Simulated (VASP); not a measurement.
# Na (Fd-3m) in VASP: further runs

Runs on Na. Level: PBE. Tasks: single point.

Everything below comes from runs of VASP 6.6.1. Logs are shortened: lines on timing, memory, paths and dates and some standing lists are left out, and cuts for length are marked.

**1. The cell of the first run**

The structure is cubic, space group Fd-3m (No. 227). The conventional cell has a = 5.811 Å, b = 5.811 Å, c = 5.811 Å, α = 90.00°, β = 90.00°, γ = 90.00°. Na (site symmetry -43m) has 4 Na at 2.52 Å within 3.3 Å.

This isn't the form of Na at room conditions, which is bcc.

**2. Single point, PBE**

File INCAR:

```
SYSTEM = Na
PREC     = Accurate       ! precision mode
ENCUT    = 520            ! plane-wave cutoff, eV
EDIFF    = 1E-6           ! SCF threshold, eV
ISMEAR   = -1             ! smearing method
SIGMA    = 0.08           ! smearing width, eV
LREAL    = .False.        ! projectors in reciprocal space
LASPH    = .True.         ! aspherical terms in the spheres
NELM     = 80             ! most SCF steps
ALGO     = Normal         ! electronic algorithm
ISIF     = 2              ! what is computed and relaxed
LWAVE    = .False.        ! write WAVECAR
LCHARG   = .False.        ! write CHGCAR
GGA      = PE             ! functional
NBANDS   = 14             ! bands
```

File KPOINTS:

```
regular mesh
0
Gamma
  11 11 11
  0 0 0
```

File POSCAR:

```
Na
1.0
    0.0000000000      2.9056202372      2.9056202372
    2.9056202372      0.0000000000      2.9056202372
    2.9056202372      2.9056202372      0.0000000000
Na
2
Direct
   -0.1250000000     -0.1250000000     -0.1250000000
    0.1250000000      0.1250000000      0.1250000000
```

Potentials or basis: VASP PAW PBE potentials, release 64 (Na_pv).

Started as:

```
$ cat potpaw_PBE.64/Na_pv/POTCAR > POTCAR
$ mpirun -np 1 vasp_std > vasp.out
```

OUTCAR:

```text
SYSTEM = Na
   PREC = Accurate
   ENCUT = 520
   EDIFF = 1E-6
   ISMEAR = -1
   LREAL = .False.
   LASPH = .True.
   NELM = 80
   ISIF = 2
   GGA = PE

 ion  position               nearest neighbor table
   1  0.875  0.875  0.875-   2 2.52   2 2.52   2 2.52   2 2.52
   2  0.125  0.125  0.125-   1 2.52   1 2.52   1 2.52   1 2.52

  LATTYP: Found a face centered cubic cell.
 ALAT       =     5.8112404744

  Lattice vectors:

 A1 = (   0.0000000000,   2.9056202372,   2.9056202372)
 A2 = (   2.9056202372,   0.0000000000,   2.9056202372)
 A3 = (   2.9056202372,   2.9056202372,   0.0000000000)

Analysis of symmetry for initial positions (statically):
=====================================================================
 Subroutine PRICEL returns:
 Original cell was already a primitive cell.

 Routine SETGRP: Setting up the symmetry group for a
 face centered cubic supercell.

 Subroutine GETGRP returns: Found 48 space group operations
 (whereof 12 operations were pure point group operations)
 out of a pool of 48 trial point group operations.

The static configuration has the point symmetry D_3d.
 The point group associated with its full space group is O_h .

Analysis of symmetry for dynamics (positions and initial velocities):
=====================================================================
 Subroutine PRICEL returns:
 Original cell was already a primitive cell.

 Routine SETGRP: Setting up the symmetry group for a
 face centered cubic supercell.

 Subroutine GETGRP returns: Found 48 space group operations
 (whereof 12 operations were pure point group operations)
 out of a pool of 48 trial point group operations.

The dynamic configuration has the point symmetry D_3d.
 The point group associated with its full space group is O_h .

 Subroutine INISYM returns: Found 48 space group operations
 (whereof 12 operations are pure point group operations),
 and found     1 'primitive' translations

----------------------------------------------------------------------------------------

                                     Primitive cell

  volume of cell :      49.0621

  direct lattice vectors                    reciprocal lattice vectors
     0.000000000  2.905620237  2.905620237    -0.172080299  0.172080299  0.172080299
     2.905620237  0.000000000  2.905620237     0.172080299 -0.172080299  0.172080299
     2.905620237  2.905620237  0.000000000     0.172080299  0.172080299 -0.172080299

  length of vectors
     4.109167547  4.109167547  4.109167547     0.298051821  0.298051821  0.298051821

[... 85 lines left out ...]
   NFREE  =      0    steps in history (QN), initial steepest desc. (CG)
   ISIF   =      2    stress and relaxation
   ISYM   =      2    0-nonsym 1-usesym 2-fastsym
   POTIM  = 0.5000    time-step for ionic-motion
   TEBEG  =    0.0;   TEEND  =   0.0 temperature during run
   PSTRESS=    0.0 pullay stress
   NELECT =      14.0000    total number of electrons
   NUPDOWN=      -1.0000    fix difference up-down
   EMIN   =  10.00;   EMAX   =-10.00  energy-range for DOS
   EFERMI =   0.00;   METHOD = LEGACY
   ISMEAR =    -1;   SIGMA  =   0.08  broadening in eV -4-tet -1-fermi 0-gaus
   EFERMI_NEDOS =   21; number of points for ismear=-14 and -15
   IALGO  =     38    algorithm
   IMIX   =      4    mixing-type and parameters
     AMIX     =   0.40;   BMIX     =  1.00
     AMIX_MAG =   1.60;   BMIX_MAG =  1.00
  volume/ion in A,a.u.               =      24.53       165.54
  Fermi-wavevector in a.u.,A,eV,Ry     =   1.077793  2.036733 15.805039  1.161638
  Thomas-Fermi vector in A             =   2.213714
   LORBIT       =      0    0 simple, 1 ext, 2 COOP (PROOUT), +10 PAW based schemes
   GGA     = PE    functional components
   LHFCALC =     F    Hartree Fock is set to
   AEXX    =    0.0000 exact exchange contribution
   IVDW    =     0    specifies the selected vdW correction
   LEPSILON=     F    determine dielectric tensor
   LRPA    =     F    only Hartree local field effects (RPA)
 non-spin polarized calculation
  energy-cutoff  :      520.00
  volume of cell :       49.06
 maximum number of plane-waves:      1363
   NGX = 15   NGY = 15   NGZ = 15

 number of electron      13.9999988 magnetization

 Free energy of the ion-electron system (eV)
  ---------------------------------------------------
  ext. energy  EPLUGINS =         0.00000000
  ---------------------------------------------------
  free energy    TOTEN  =        -1.01326189 eV

  energy without entropy =       -0.99630559  energy(sigma->0) =       -1.00478374

 E-fermi :   2.0227     XC(G=0):  -7.6755

 val. band max:        1.9471088221   @ k =  -0.3636   0.4545   0.1818
 cond. band min:       2.0239072574   @ k =  -0.3636   0.3636   0.0909
 fundamental gap:      0.0767984353
 Fermi energy:         2.0226953905

 k-point     1 :       0.0000    0.0000    0.0000
  band No.  band energies     occupation
      1     -24.0524      2.00000
      2     -24.0524      2.00000
      3     -24.0524      2.00000
      4     -23.7747      2.00000
      5     -23.7747      2.00000
      6     -23.7747      2.00000
      7      -2.2962      2.00000
      8       9.6138      0.00000
      9       9.6138      0.00000
     10       9.6138      0.00000
     11       9.7416      0.00000
     12       9.7417      0.00000
     13       9.7417      0.00000
     14      12.2441      0.00000
[... 377 lines left out ...]
      1     -24.1042      2.00000
      2     -24.0759      2.00000
      3     -24.0415      2.00000
      4     -23.7969      2.00000
      5     -23.7525      2.00000
      6     -23.7299      2.00000
      7      -1.0693      2.00000
      8       5.4787      0.00000
      9       5.5658      0.00000
     10       8.8946      0.00000
     11      10.0180      0.00000
     12      10.5979      0.00000
     13      10.7334      0.00000
     14      12.2034      0.00000

 [... further k-points ...]
[... 5 lines left out ...]
  --------------------------------------------------------------------------------------
  -------------------------------------------------------------------------------------
  Total        2.8821321      2.8821321      2.8821321      0.0000000      0.0000000     -0.0000000
  in kB       94.1191319     94.1191319     94.1191319      0.0000000      0.0000000     -0.0000000
  external PRESSURE =      94.1191319 kB  Pullay stress =       0.0000000 kB

 VOLUME and BASIS-vectors are now :
 -----------------------------------------------------------------------------
  energy-cutoff  :      520.00
  volume of cell :       49.06
      direct lattice vectors                 reciprocal lattice vectors
     0.000000000  2.905620237  2.905620237    -0.172080299  0.172080299  0.172080299
     2.905620237  0.000000000  2.905620237     0.172080299 -0.172080299  0.172080299
     2.905620237  2.905620237  0.000000000     0.172080299  0.172080299 -0.172080299

 POSITION                                       TOTAL-FORCE (eV/Angst)
 -----------------------------------------------------------------------------------
      5.08484      5.08484      5.08484        -0.000000      0.000000     -0.000000
      0.72641      0.72641      0.72641         0.000000     -0.000000      0.000000
 -----------------------------------------------------------------------------------
    total drift:                                0.000000      0.000000     -0.000000

  FREE ENERGIE OF THE ION-ELECTRON SYSTEM (eV)
  ---------------------------------------------------
  free  energy   TOTEN  =        -1.0132618929 eV

  energy  without entropy=       -0.9963055945  energy(sigma->0) =       -1.00478374
```

stdout:

```text
POSCAR found type information on POSCAR Na
 POSCAR found :  1 types and       2 ions
 scaLAPACK will be used
 LDA part: xc-table for (Slater+PW92), standard interpolation
 POSCAR, INCAR and KPOINTS ok, starting setup
 FFT: planning ... GRIDC
 FFT: planning ... GRID_SOFT
 FFT: planning ... GRID
 WAVECAR not read
 entering main loop
```

It took 14 s on 1 thread of AMD EPYC 9R45 (Zen 5), shared host; peak memory 0.15 GiB.

What came out:

- Free energy: -1.0133 eV
- Pressure: 9.4 GPa
- Band gap on the k mesh: zero (bands 7 and 8 overlap by 1.05 eV)

Caveat: the cell stands under pressure.

**3. Single point, PBE**

File INCAR:

```
  ALGO = Normal
  EDIFF = 1E-7
  ENCUT = 520
  GGA = PE
  ISIF = 2
  ISMEAR = -1
  LASPH = T
  LCHARG = T
  LELF = T
  LREAL = F
  LVHAR = T
  LWAVE = F
  NBANDS = 14
  NELM = 100
  PREC = Accurate
  SIGMA = 0.08
```

File KPOINTS:

```
k-points
0
Gamma
  11 11 11
```

POSCAR is that of step 2.

Potentials or basis: VASP PAW PBE potentials, release 64 (Na_pv).

Started as:

```
$ cat potpaw_PBE.64/Na_pv/POTCAR > POTCAR
$ mpirun -np 1 vasp_std > vasp.out
```

It took 15 s on 1 thread of AMD EPYC 9R45 (Zen 5), shared host; peak memory 0.15 GiB.

The run converged. Its results:

```
Free energy            : -1.0133 eV
Pressure               : 9.4 GPa
Band gap on the k mesh : zero (bands 7 and 8 overlap by 1.05 eV)
```

Levels at points of the mesh, in eV from the Fermi level:
```tsv
k point	band 3	band 4	band 5	band 6	band 7	band 8	band 9	band 10	band 11	band 12
(0.00, 0.00, 0.00)	-26.08	-25.80	-25.80	-25.80	-4.32	7.59	7.59	7.59	7.72	7.72
```

Caveat: the cell stands under pressure.
